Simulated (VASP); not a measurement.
# LiCl (Fm-3m) in VASP: further runs

LiCl is run at these levels: PBE; tasks: single point.

Everything below comes from runs of VASP 6.6.1. Logs are shortened: lines on timing, memory, paths and dates and some standing lists are left out, and cuts for length are marked.

## 1. The cell of the first run

Symmetry: Fm-3m, No. 225, cubic system. The conventional cell has a = 5.201 Å, b = 5.201 Å, c = 5.201 Å, α = 90.00°, β = 90.00°, γ = 90.00°. Li (site symmetry m-3m) has 6 Cl at 2.60 Å within 3.4 Å. Cl (site symmetry m-3m) has 6 Li at 2.60 Å within 3.4 Å.

## 2. Single point, PBE (volume changed by +3%)

INCAR

```
  PREC = Accurate
  ENCUT = 520
  EDIFF = 1E-7
  ISMEAR = 0
  SIGMA = 0.01
  LREAL = F
  LASPH = T
  NELM = 80
  ALGO = Normal
  ISIF = 2
  LWAVE = F
  LCHARG = T
  GGA = PE
  LELF = T
  LVHAR = T
  NBANDS = 12
```

KPOINTS

```
Automatic mesh
0
Gamma
  8 8 8
```

POSCAR

```
LiCl
1.0
    0.0000000000      2.6006338986      2.6006338986
    2.6006338986      0.0000000000      2.6006338986
    2.6006338986      2.6006338986      0.0000000000
Li Cl
1 1
Direct
    0.0000000000      0.0000000000      0.0000000000
    0.5000000000      0.5000000000      0.5000000000
```

Potentials or basis: VASP PAW PBE potentials, release 64 (Li_sv, Cl).

The run is started by

```bash
$ cat potpaw_PBE.64/Li_sv/POTCAR potpaw_PBE.64/Cl/POTCAR > POTCAR
$ mpirun -np 1 vasp_std > vasp.out
```

OUTCAR:

```text
PREC = Accurate
   ENCUT = 520
   EDIFF = 1E-7
   ISMEAR = 0
   LREAL = F
   LASPH = T
   NELM = 80
   ISIF = 2
   GGA = PE

 ion  position               nearest neighbor table
   1  0.000  0.000  0.000-   2 2.60   2 2.60   2 2.60   2 2.60   2 2.60   2 2.60
   2  0.500  0.500  0.500-   1 2.60   1 2.60   1 2.60   1 2.60   1 2.60   1 2.60

  LATTYP: Found a face centered cubic cell.
 ALAT       =     5.2012677972

  Lattice vectors:

 A1 = (   0.0000000000,   2.6006338986,   2.6006338986)
 A2 = (   2.6006338986,   0.0000000000,   2.6006338986)
 A3 = (   2.6006338986,   2.6006338986,   0.0000000000)

Analysis of symmetry for initial positions (statically):
=====================================================================
 Subroutine PRICEL returns:
 Original cell was already a primitive cell.

 Routine SETGRP: Setting up the symmetry group for a
 face centered cubic supercell.

 Subroutine GETGRP returns: Found 48 space group operations
 (whereof 48 operations were pure point group operations)
 out of a pool of 48 trial point group operations.

The static configuration has the point symmetry O_h .

Analysis of symmetry for dynamics (positions and initial velocities):
=====================================================================
 Subroutine PRICEL returns:
 Original cell was already a primitive cell.

 Routine SETGRP: Setting up the symmetry group for a
 face centered cubic supercell.

 Subroutine GETGRP returns: Found 48 space group operations
 (whereof 48 operations were pure point group operations)
 out of a pool of 48 trial point group operations.

The dynamic configuration has the point symmetry O_h .

 Subroutine INISYM returns: Found 48 space group operations
 (whereof 48 operations are pure point group operations),
 and found     1 'primitive' translations

----------------------------------------------------------------------------------------

                                     Primitive cell

  volume of cell :      35.1777

  direct lattice vectors                    reciprocal lattice vectors
     0.000000000  2.600633899  2.600633899    -0.192260818  0.192260818  0.192260818
     2.600633899  0.000000000  2.600633899     0.192260818 -0.192260818  0.192260818
     2.600633899  2.600633899  0.000000000     0.192260818  0.192260818 -0.192260818

  length of vectors
     3.677851730  3.677851730  3.677851730     0.333005505  0.333005505  0.333005505

  position of ions in fractional coordinates (direct lattice)
     0.000000000  0.000000000  0.000000000
[... 83 lines left out ...]
   NFREE  =      0    steps in history (QN), initial steepest desc. (CG)
   ISIF   =      2    stress and relaxation
   ISYM   =      2    0-nonsym 1-usesym 2-fastsym
   POTIM  = 0.5000    time-step for ionic-motion
   TEBEG  =    0.0;   TEEND  =   0.0 temperature during run
   PSTRESS=    0.0 pullay stress
   NELECT =      10.0000    total number of electrons
   NUPDOWN=      -1.0000    fix difference up-down
   EMIN   =  10.00;   EMAX   =-10.00  energy-range for DOS
   EFERMI =   0.00;   METHOD = LEGACY
   ISMEAR =     0;   SIGMA  =   0.01  broadening in eV -4-tet -1-fermi 0-gaus
   EFERMI_NEDOS =   21; number of points for ismear=-14 and -15
   IALGO  =     38    algorithm
   IMIX   =      4    mixing-type and parameters
     AMIX     =   0.40;   BMIX     =  1.00
     AMIX_MAG =   1.60;   BMIX_MAG =  1.00
  volume/ion in A,a.u.               =      17.59       118.70
  Fermi-wavevector in a.u.,A,eV,Ry     =   1.076430  2.034157 15.765079  1.158701
  Thomas-Fermi vector in A             =   2.212314
   LORBIT       =      0    0 simple, 1 ext, 2 COOP (PROOUT), +10 PAW based schemes
   GGA     = PE    functional components
   LHFCALC =     F    Hartree Fock is set to
   AEXX    =    0.0000 exact exchange contribution
   IVDW    =     0    specifies the selected vdW correction
   LEPSILON=     F    determine dielectric tensor
   LRPA    =     F    only Hartree local field effects (RPA)
 non-spin polarized calculation
 Gauss-broadening in eV      SIGMA  =   0.01
  energy-cutoff  :      520.00
  volume of cell :       35.18
 maximum number of plane-waves:       960
   NGX = 13   NGY = 13   NGZ = 13

 number of electron      10.0000012 magnetization

 Free energy of the ion-electron system (eV)
  ---------------------------------------------------
  ext. energy  EPLUGINS =         0.00000000
  ---------------------------------------------------
  free energy    TOTEN  =        -7.38325245 eV

  energy without entropy =       -7.38325245  energy(sigma->0) =       -7.38325245

 E-fermi :   0.4643     XC(G=0):  -8.5522

 val. band max:        0.2754180765   @ k =   0.0000   0.0000   0.0000
 cond. band min:       6.3836134279   @ k =   0.0000   0.0000   0.0000
 fundamental gap:      6.1081953514
 Fermi energy:         0.4642509108

 k-point     1 :       0.0000    0.0000    0.0000
  band No.  band energies     occupation
      1     -43.3248      2.00000
      2     -12.9803      2.00000
      3       0.2754      2.00000
      4       0.2754      2.00000
      5       0.2754      2.00000
      6       6.3836      0.00000
      7      12.1756      0.00000
      8      12.1756      0.00000
      9      12.1756      0.00000
     10      14.5512      0.00000
     11      14.5513      0.00000
     12      14.5513      0.00000
[... 331 lines left out ...]
 k-point    24 :      -0.3750    0.2500    0.1250
  band No.  band energies     occupation
      1     -43.3223      2.00000
      2     -12.3623      2.00000
      3      -2.1105      2.00000
      4      -0.9366      2.00000
      5      -0.2618      2.00000
      6       8.3978      0.00000
      7       9.5298      0.00000
      8      10.7247      0.00000
      9      11.7585      0.00000
     10      15.6089      0.00000
     11      16.1278      0.00000
     12      18.1995      0.00000

 [... further k-points ...]
[... 5 lines left out ...]
  --------------------------------------------------------------------------------------
  -------------------------------------------------------------------------------------
  Total       -0.2156843     -0.2156843     -0.2156843      0.0000000     -0.0000000     -0.0000000
  in kB       -9.8233899     -9.8233899     -9.8233899      0.0000000     -0.0000000     -0.0000000
  external PRESSURE =      -9.8233899 kB  Pullay stress =       0.0000000 kB

 VOLUME and BASIS-vectors are now :
 -----------------------------------------------------------------------------
  energy-cutoff  :      520.00
  volume of cell :       35.18
      direct lattice vectors                 reciprocal lattice vectors
     0.000000000  2.600633899  2.600633899    -0.192260818  0.192260818  0.192260818
     2.600633899  0.000000000  2.600633899     0.192260818 -0.192260818  0.192260818
     2.600633899  2.600633899  0.000000000     0.192260818  0.192260818 -0.192260818

 POSITION                                       TOTAL-FORCE (eV/Angst)
 -----------------------------------------------------------------------------------
      0.00000      0.00000      0.00000        -0.000000     -0.000000     -0.000000
      2.60063      2.60063      2.60063         0.000000      0.000000      0.000000
 -----------------------------------------------------------------------------------
    total drift:                                0.000000      0.000000      0.000000

  FREE ENERGIE OF THE ION-ELECTRON SYSTEM (eV)
  ---------------------------------------------------
  free  energy   TOTEN  =        -7.3832524532 eV

  energy  without entropy=       -7.3832524532  energy(sigma->0) =       -7.38325245
```

OSZICAR:

```text
N       E                     dE             d eps       ncg     rms          rms(c)
DAV:   1     0.423442210418E+02    0.42344E+02   -0.38193E+03   696   0.751E+02
DAV:   2    -0.474159499002E+01   -0.47086E+02   -0.45069E+02   876   0.142E+02
DAV:   3    -0.738786340814E+01   -0.26463E+01   -0.26400E+01   920   0.355E+01
DAV:   4    -0.745156254521E+01   -0.63699E-01   -0.63672E-01   980   0.554E+00
DAV:   5    -0.745225432543E+01   -0.69178E-03   -0.69177E-03   908   0.547E-01    0.234E+00
DAV:   6    -0.737647381704E+01    0.75781E-01   -0.16580E-01   884   0.189E+00    0.167E+00
DAV:   7    -0.737865773239E+01   -0.21839E-02   -0.51254E-02  1048   0.117E+00    0.921E-01
DAV:   8    -0.738322667934E+01   -0.45689E-02   -0.68364E-03   804   0.570E-01    0.157E-01
DAV:   9    -0.738318719418E+01    0.39485E-04   -0.23373E-04   880   0.106E-01    0.583E-02
DAV:  10    -0.738324320723E+01   -0.56013E-04   -0.14476E-04   820   0.802E-02    0.559E-02
DAV:  11    -0.738325154033E+01   -0.83331E-05   -0.17173E-05   888   0.265E-02    0.195E-03
DAV:  12    -0.738325268933E+01   -0.11490E-05   -0.64494E-07   860   0.589E-03    0.476E-03
DAV:  13    -0.738325236356E+01    0.32577E-06   -0.21001E-07   864   0.297E-03    0.515E-04
DAV:  14    -0.738325251687E+01   -0.15331E-06   -0.43672E-09   456   0.540E-04    0.414E-04
DAV:  15    -0.738325245317E+01    0.63699E-07   -0.17162E-09   420   0.321E-04
   1 F= -.73832525E+01 E0= -.73832525E+01  d E =-.455902-159
```

stdout:

```text
POSCAR found type information on POSCAR LiCl
 POSCAR found :  2 types and       2 ions
 scaLAPACK will be used
 LDA part: xc-table for (Slater+PW92), standard interpolation
 POSCAR, INCAR and KPOINTS ok, starting setup
 FFT: planning ... GRIDC
 FFT: planning ... GRID_SOFT
 FFT: planning ... GRID
 WAVECAR not read
 entering main loop
```

It took 19 s on 1 thread of Intel Xeon Platinum 8488C (Sapphire Rapids), shared host; peak memory 0.15 GiB.

Results:

- Free energy: -7.3833 eV
- Band gap on the k mesh: 6.11 eV, direct

Caveat: the cutoff is under 1.25 times the usual one of these potentials, so pressure, stress and relaxed cells hold a basis-set (Pulay) error. A k mesh can miss the band edges.

[end of part 1 of 2]
